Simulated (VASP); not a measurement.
# ZnS (I-4m2) in VASP: further runs, part 2 of 2

VASP 6.6.1. Earlier steps stand in the parts before.

**5. Single point, r2SCAN (epitaxial xy strain +3.0%)**

POSCAR

```
ZnS
1.0
    0.0000000000      2.7749084075      2.5957808112
    2.7749084075      0.0000000000      2.5957808112
    2.7749084075      2.7749084075      0.0000000000
Zn S
1 1
Direct
    0.0000000000      0.0000000000      0.0000000000
    0.2500000000      0.2500000000      0.2500000000
```

INCAR.step1

```
PREC = Accurate ; ENCUT = 520
ISMEAR = 0 ; SIGMA = 0.01
LREAL = F ; LASPH = T
NELM = 100 ; NBANDS = 16
GGA = PE ; ALGO = Normal
EDIFF = 1E-4 ; LWAVE = T
LCHARG = F
```

INCAR.step2

```
PREC = Accurate ; ENCUT = 520
EDIFF = 1E-7 ; ISMEAR = 0
SIGMA = 0.01 ; LREAL = F
LASPH = T ; NELM = 100
ALGO = Normal ; ISIF = 2
LWAVE = F ; LCHARG = T
METAGGA = R2SCAN ; LMIXTAU = T
LELF = T ; LVHAR = T
NBANDS = 16 ; ISTART = 1
```

KPOINTS

```
Automatic mesh
0
Gamma
  8 8 8
```

Potentials or basis: VASP PAW PBE potentials, release 64 (Zn, S).

Command:

```bash
cat potpaw_PBE.64/Zn/POTCAR potpaw_PBE.64/S/POTCAR > POTCAR
cp INCAR.step1 INCAR
mpirun -np 1 vasp_std > vasp.out
cp INCAR.step2 INCAR
mpirun -np 1 vasp_std > vasp.out
```

OUTCAR:

```text
PREC = Accurate
   ENCUT = 520
   EDIFF = 1E-7
   ISMEAR = 0
   LREAL = F
   LASPH = T
   NELM = 100
   ISIF = 2
   METAGGA = R2SCAN
   ISTART = 1

 ion  position               nearest neighbor table
   1  0.000  0.000  0.000-   2 2.35   2 2.35   2 2.35   2 2.35
   2  0.250  0.250  0.250-   1 2.35   1 2.35   1 2.35   1 2.35

  LATTYP: Found a body centered tetragonal cell.
 ALAT       =     3.9243131042
 C/A-ratio  =     1.3229223776

  Lattice vectors:

 A1 = (   0.0000000000,  -2.7749084075,  -2.5957808112)
 A2 = (   0.0000000000,   2.7749084075,  -2.5957808112)
 A3 = (   2.7749084075,   0.0000000000,   2.5957808112)

Analysis of symmetry for initial positions (statically):
=====================================================================
 Subroutine PRICEL returns:
 Original cell was already a primitive cell.

 Routine SETGRP: Setting up the symmetry group for a
 body centered tetragonal supercell.

 Subroutine GETGRP returns: Found  8 space group operations
 (whereof  8 operations were pure point group operations)
 out of a pool of 16 trial point group operations.

The static configuration has the point symmetry D_2d.

Analysis of symmetry for dynamics (positions and initial velocities):
=====================================================================
 Subroutine PRICEL returns:
 Original cell was already a primitive cell.

 Routine SETGRP: Setting up the symmetry group for a
 body centered tetragonal supercell.

 Subroutine GETGRP returns: Found  8 space group operations
 (whereof  8 operations were pure point group operations)
 out of a pool of 16 trial point group operations.

The dynamic configuration has the point symmetry D_2d.

 Subroutine INISYM returns: Found  8 space group operations
 (whereof  8 operations are pure point group operations),
 and found     1 'primitive' translations

----------------------------------------------------------------------------------------

[... 111 lines left out ...]
     AMIX     =   0.40;   BMIX     =  1.00
     AMIX_MAG =   1.60;   BMIX_MAG =  1.00
  volume/ion in A,a.u.               =      19.99       134.88
  Fermi-wavevector in a.u.,A,eV,Ry     =   1.254779  2.371188 21.421968  1.574470
  Thomas-Fermi vector in A             =   2.388567
   LORBIT       =      0    0 simple, 1 ext, 2 COOP (PROOUT), +10 PAW based schemes
   METAGGA = R2SCAN    functional components
   LHFCALC =     F    Hartree Fock is set to
   AEXX    =    0.0000 exact exchange contribution
   IVDW    =     0    specifies the selected vdW correction
   LEPSILON=     F    determine dielectric tensor
   LRPA    =     F    only Hartree local field effects (RPA)
 non-spin polarized calculation
 Gauss-broadening in eV      SIGMA  =   0.01
  energy-cutoff  :      520.00
  volume of cell :       39.98
 maximum number of plane-waves:      1102
   NGX = 15   NGY = 15   NGZ = 15

 number of electron      18.0000007 magnetization

 Free energy of the ion-electron system (eV)
  ---------------------------------------------------
  ext. energy  EPLUGINS =         0.00000000
  ---------------------------------------------------
  free energy    TOTEN  =       -18.84709343 eV

  energy without entropy =      -18.84709343  energy(sigma->0) =      -18.84709343

 E-fermi :   1.9186     XC(G=0): -10.2203

 val. band max:        1.8406449091   @ k =   0.0000   0.0000   0.0000
 cond. band min:       4.3050193220   @ k =   0.0000   0.0000   0.0000
 fundamental gap:      2.4643744130
 Fermi energy:         1.9186116131

 k-point     1 :       0.0000    0.0000    0.0000
  band No.  band energies     occupation
      1     -11.8638      2.00000
      2      -4.7455      2.00000
      3      -4.7453      2.00000
      4      -4.7108      2.00000
      5      -4.2207      2.00000
      6      -4.2053      2.00000
[... 433 lines left out ...]
      3      -4.5956      2.00000
      4      -4.5153      2.00000
      5      -4.2206      2.00000
      6      -4.1790      2.00000
[... 8 lines left out ...]
     15      14.7398      0.00000
     16      15.6142      0.00000

 [... further k-points ...]

------------------------ aborting loop because EDIFF is reached ----------------------------------------

  FORCE on cell =-STRESS in cart. coord.  units (eV):
  Direction    XX          YY          ZZ          XY          YZ          ZX
  --------------------------------------------------------------------------------------
  -------------------------------------------------------------------------------------
  Total       -0.6420193     -0.6420193      0.0189357      0.0000000      0.0000000      0.0000000
  in kB      -25.7313971    -25.7313971      0.7589225      0.0000000      0.0000000      0.0000000
  external PRESSURE =     -16.9012906 kB  Pullay stress =       0.0000000 kB

 VOLUME and BASIS-vectors are now :
 -----------------------------------------------------------------------------
  energy-cutoff  :      520.00
  volume of cell :       39.98
      direct lattice vectors                 reciprocal lattice vectors
     0.000000000  2.774908407  2.595780811    -0.180186127  0.180186127  0.192620270
     2.774908407  0.000000000  2.595780811     0.180186127 -0.180186127  0.192620270
     2.774908407  2.774908407  0.000000000     0.180186127  0.180186127 -0.192620270

 POSITION                                       TOTAL-FORCE (eV/Angst)
 -----------------------------------------------------------------------------------
      0.00000      0.00000      0.00000         0.000000      0.000000      0.000000
      1.38745      1.38745      1.29789        -0.000000     -0.000000      0.000000
 -----------------------------------------------------------------------------------
    total drift:                               -0.000177     -0.000177     -0.000456

  FREE ENERGIE OF THE ION-ELECTRON SYSTEM (eV)
  ---------------------------------------------------
  free  energy   TOTEN  =       -18.8470934270 eV

  energy  without entropy=      -18.8470934270  energy(sigma->0) =      -18.84709343
```

It took 3.1 min on 1 thread of AMD EPYC 9R14 (Zen 4), shared host; peak memory 0.16 GiB.

What came out:

```
Free energy            : -18.8471 eV
Pressure               : -1.7 GPa
Band gap on the k mesh : 2.46 eV
```

Caveat: the cell differs from its parent crystal (epitaxial xy strain +3.0%); the PAW data sets were made with another functional, which shifts forces and pressure a little.

**6. Summary**

| level | cell | smearing | gap on the mesh (eV) | pressure (GPa) |
| --- | --- | --- | --- | --- |
| PBE | a = 3.800, b = 3.800, c = 3.924 Å, angles 58.9, 58.9, 62.2°, 2 atoms | fermi-dirac 0.02 eV | 1.91 | 0.7 |
| r2SCAN | a = 3.810, b = 3.716, c = 3.716 Å, angles 61.7, 59.2, 59.2°, 2 atoms | gaussian 0.01 eV | 2.84 | 4.5 |
| r2SCAN | a = 3.735, b = 3.735, c = 3.810 Å, angles 59.3, 59.3, 61.3°, 2 atoms | gaussian 0.01 eV | 2.81 | 3.5 |
| r2SCAN | a = 3.800, b = 3.800, c = 3.924 Å, angles 58.9, 58.9, 62.2°, 2 atoms | gaussian 0.01 eV | 2.46 | -1.7 |

Alike in all rows: task single point; potentials or basis VASP PAW PBE potentials, release 64 (Zn, S); no spin polarisation; k mesh 8 × 8 × 8; cutoff (eV) 520.

Caveats: the PAW data sets were made with another functional, which shifts forces and pressure a little (at least some runs); the cell stands under pressure (at least some runs).

Total energies depend on the potentials used, so only differences within one code and one set of settings carry meaning.
